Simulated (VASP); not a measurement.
# CoSi3 (Pm-3m) in VASP: relaxation of cell and atoms with PBE

Aim: the relaxation of cell and atoms of CoSi3 with PBE.

Program: VASP 6.6.1. These are calculated values, not measurements. Logs are shortened: lines on timing, memory, paths and dates and some standing lists are left out, and cuts for length are marked.

## 1. The cell of the first run

Symmetry: Pm-3m, No. 221, cubic system. The conventional cell has a = 3.680 Å, b = 3.680 Å, c = 3.680 Å, α = 90.00°, β = 90.00°, γ = 90.00°. Co (site symmetry m-3m) has 12 Si at 2.60 Å within 3.4 Å. Within 3.4 Å of Si (site symmetry 4/mmm) lie 4 Co at 2.60 Å and 8 Si at 2.60 Å.

## 2. Relaxation of cell and atoms, PBE, collinear spin, ferromagnetic start

File INCAR:

```
PREC = Accurate ; ENCUT = 600
EDIFF = 1E-7 ; ISMEAR = 0
SIGMA = 0.1 ; LREAL = F
LASPH = T ; NELM = 150
ALGO = Normal ; ISIF = 3
LWAVE = F ; LCHARG = F
ISPIN = 2 ; MAGMOM = 0.53 0 0 0
LORBIT = 11 ; LMAXMIX = 4
GGA = PE ; IBRION = 2
NSW = 100 ; EDIFFG = -0.01
```

File KPOINTS:

```
regular mesh
0
Gamma
  12 12 12
```

File POSCAR:

```
CoSi3
1.0
    3.6802257733      0.0000000000      0.0000000000
    0.0000000000      3.6802257733      0.0000000000
    0.0000000000      0.0000000000      3.6802257733
Co Si
1 3
Direct
    0.0000000000      0.0000000000      0.0000000000
    0.0000000000      0.5000000000      0.5000000000
    0.5000000000      0.0000000000      0.5000000000
    0.5000000000      0.5000000000      0.0000000000
```

Potentials or basis: VASP PAW PBE potentials, release 64 (Co, Si).

The run is started by

```sh
$ cat potpaw_PBE.64/Co/POTCAR potpaw_PBE.64/Si/POTCAR > POTCAR
$ mpirun -np 1 vasp_std > vasp.out
```

OUTCAR:

```text
PREC = Accurate
   ENCUT = 600
   EDIFF = 1E-7
   ISMEAR = 0
   LREAL = F
   LASPH = T
   NELM = 150
   ISIF = 3
   ISPIN = 2
   LORBIT = 11
   GGA = PE
   IBRION = 2
   NSW = 100
   EDIFFG = -0.01

 ion  position               nearest neighbor table
   1  0.000  0.000  0.000-   2 2.60   3 2.60   4 2.60   2 2.60   3 2.60   2 2.60   4 2.60   2 2.60
                             3 2.60   4 2.60   3 2.60   4 2.60
   2  0.000  0.500  0.500-   1 2.60   3 2.60   4 2.60   1 2.60   4 2.60   1 2.60   3 2.60   1 2.60
                             3 2.60   4 2.60   4 2.60   3 2.60
   3  0.500  0.000  0.500-   1 2.60   2 2.60   4 2.60   1 2.60   4 2.60   2 2.60   4 2.60   4 2.60
                             1 2.60   2 2.60   1 2.60   2 2.60
   4  0.500  0.500  0.000-   1 2.60   2 2.60   3 2.60   2 2.60   3 2.60   1 2.60   3 2.60   3 2.60
                             1 2.60   2 2.60   2 2.60   1 2.60

  LATTYP: Found a simple cubic cell.
 ALAT       =     3.6802257733

  Lattice vectors:

 A1 = (   3.6802257733,   0.0000000000,   0.0000000000)
 A2 = (   0.0000000000,   3.6802257733,   0.0000000000)
 A3 = (   0.0000000000,   0.0000000000,   3.6802257733)

Analysis of symmetry for initial positions (statically):
=====================================================================
 Subroutine PRICEL returns:
 Original cell was already a primitive cell.

 Routine SETGRP: Setting up the symmetry group for a
 simple cubic supercell.

 Subroutine GETGRP returns: Found 48 space group operations
 (whereof 48 operations were pure point group operations)
 out of a pool of 48 trial point group operations.

The static configuration has the point symmetry O_h .

Analysis of symmetry for dynamics (positions and initial velocities):
=====================================================================
 Subroutine PRICEL returns:
 Original cell was already a primitive cell.

 Routine SETGRP: Setting up the symmetry group for a
 simple cubic supercell.

 Subroutine GETGRP returns: Found 48 space group operations
 (whereof 48 operations were pure point group operations)
 out of a pool of 48 trial point group operations.

The dynamic configuration has the point symmetry O_h .

Analysis of structural, dynamic, and magnetic symmetry:
=====================================================================
 Subroutine PRICEL returns:
 Original cell was already a primitive cell.

 Routine SETGRP: Setting up the symmetry group for a
 simple cubic supercell.

 Subroutine GETGRP returns: Found 48 space group operations
 (whereof 48 operations were pure point group operations)
 out of a pool of 48 trial point group operations.

The overall configuration has the point symmetry O_h .

 Subroutine INISYM returns: Found 48 space group operations
[... 139 lines left out ...]
   NGX = 15   NGY = 15   NGZ = 15

--------------------------------------- Ionic step        1  -------------------------------------------

 number of electron      21.0000004 magnetization      -0.0000045

 number of electron      21.0000004 magnetization       0.0000144

 Free energy of the ion-electron system (eV)
  ---------------------------------------------------
  ext. energy  EPLUGINS =         0.00000000
  ---------------------------------------------------
  free energy    TOTEN  =       -22.23552532 eV

  energy without entropy =      -22.22184109  energy(sigma->0) =      -22.22868320

------------------------ aborting loop because EDIFF is reached ----------------------------------------

  FORCE on cell =-STRESS in cart. coord.  units (eV):
  Direction    XX          YY          ZZ          XY          YZ          ZX
  --------------------------------------------------------------------------------------
  -------------------------------------------------------------------------------------
  Total        0.2148077      0.2148077      0.2148077      0.0000000      0.0000000     -0.0000000
  in kB        6.9045753      6.9045753      6.9045753      0.0000000      0.0000000     -0.0000000
  external PRESSURE =       6.9045753 kB  Pullay stress =       0.0000000 kB
[... 65 lines left out ...]
 number of electron      21.0000002 magnetization      -0.0000005

 number of electron      21.0000002 magnetization       0.0000001

 Free energy of the ion-electron system (eV)
  ---------------------------------------------------
  ext. energy  EPLUGINS =         0.00000000
  ---------------------------------------------------
  free energy    TOTEN  =       -22.23609009 eV

  energy without entropy =      -22.22248220  energy(sigma->0) =      -22.22928614

 E-fermi :  11.3743     XC(G=0): -11.9812

 val. band max:       11.3728826795   @ k =   0.0833   0.0833   0.0833
 cond. band min:      11.3749338090   @ k =   0.4167   0.3333   0.3333
 fundamental gap:      0.0020511294
 Fermi energy:        11.3742968144

 spin component 1

 k-point     1 :       0.0000    0.0000    0.0000
  band No.  band energies     occupation
      1      -3.2558      1.00000
      2       6.2603      1.00000
      3       6.2603      1.00000
      4       6.5853      1.00000
      5       6.5853      1.00000
      6       6.5853      1.00000
      7       9.6086      1.00000
      8       9.6086      1.00000
      9       9.6086      1.00000
     10      10.4358      1.00000
     11      11.8934      0.00000
     12      11.8934      0.00000
     13      15.3932      0.00000
     14      15.3932      0.00000
[... 379 lines left out ...]
      3       3.0684      1.00000
      4       5.4147      1.00000
      5       7.8294      1.00000
      6       8.5583      1.00000
      7       9.5717      1.00000
      8      10.0401      1.00000
      9      10.1563      1.00000
     10      10.9198      1.00000
     11      11.6893      0.00000
     12      12.6307      0.00000
     13      13.5540      0.00000
     14      14.1436      0.00000

 [... further k-points ...]

 spin component 2

 k-point     1 :       0.0000    0.0000    0.0000
  band No.  band energies     occupation
      1      -3.2558      1.00000
      2       6.2603      1.00000
      3       6.2603      1.00000
      4       6.5853      1.00000
      5       6.5853      1.00000
      6       6.5853      1.00000
      7       9.6086      1.00000
      8       9.6086      1.00000
      9       9.6086      1.00000
     10      10.4358      1.00000
     11      11.8934      0.00000
     12      11.8934      0.00000
     13      15.3932      0.00000
     14      15.3932      0.00000
[... 422 lines left out ...]
  FREE ENERGIE OF THE ION-ELECTRON SYSTEM (eV)
  ---------------------------------------------------
  free  energy   TOTEN  =       -22.2360900864 eV

  energy  without entropy=      -22.2224822019  energy(sigma->0) =      -22.22928614

 reached required accuracy - stopping structural energy minimisation

 total charge

# of ion       s       p       d       tot
------------------------------------------
    1        0.427   0.417   7.490   8.333
    2        0.787   0.777   0.000   1.564
    3        0.787   0.777   0.000   1.564
    4        0.787   0.777   0.000   1.564
--------------------------------------------------
tot          2.788   2.748   7.490  13.025

 magnetization (x)

# of ion       s       p       d       tot
------------------------------------------
    1       -0.000   0.000  -0.000  -0.000
    2        0.000   0.000   0.000   0.000
    3        0.000   0.000   0.000   0.000
    4        0.000   0.000   0.000   0.000
--------------------------------------------------
tot          0.000   0.000  -0.000  -0.000
```

Run time: 2 min. Hardware: 1 thread of Intel Xeon 6975P-C (Granite Rapids), shared host; peak memory 0.28 GiB.

Results:

* Free energy: -22.2361 eV
* Relaxed volume: 12.53 Å³/atom
* Relaxed cell: a = 3.687 Å, b = 3.687 Å, c = 3.687 Å, α = 90.00°, β = 90.00°, γ = 90.00°
* Space group after relaxing (to 0.1 Å): Pm-3m (No. 221)
* Energy gained by relaxing: 0.1 meV/atom
* Ionic steps: 3
* Pressure after relaxing: 0.0 GPa
* Net moment: 0.00 μB per cell
* Valence electrons inside the program's atomic spheres: Co 8.33; Si 1.56

The path:
| step | energy change (eV) | largest force (eV/Å) | pressure (GPa) | volume (Å³) |
| --- | --- | --- | --- | --- |
| 1 | 0.0000 | 0.0000 | 0.69 | 49.85 |
| 2 | -0.0004 | 0.0000 | -0.32 | 50.23 |
| 3 | -0.0006 | 0.0000 | 0.03 | 50.11 |

Final structure:
```
CELL_PARAMETERS angstrom
3.68674 0.00000 0.00000
0.00000 3.68674 0.00000
0.00000 0.00000 3.68674
ATOMIC_POSITIONS crystal
Co 0.00000 0.00000 0.00000
Si 0.00000 0.50000 0.50000
Si 0.50000 0.00000 0.50000
Si 0.50000 0.50000 0.00000
```

Caveat: the moments typed at the start vanished in this run.
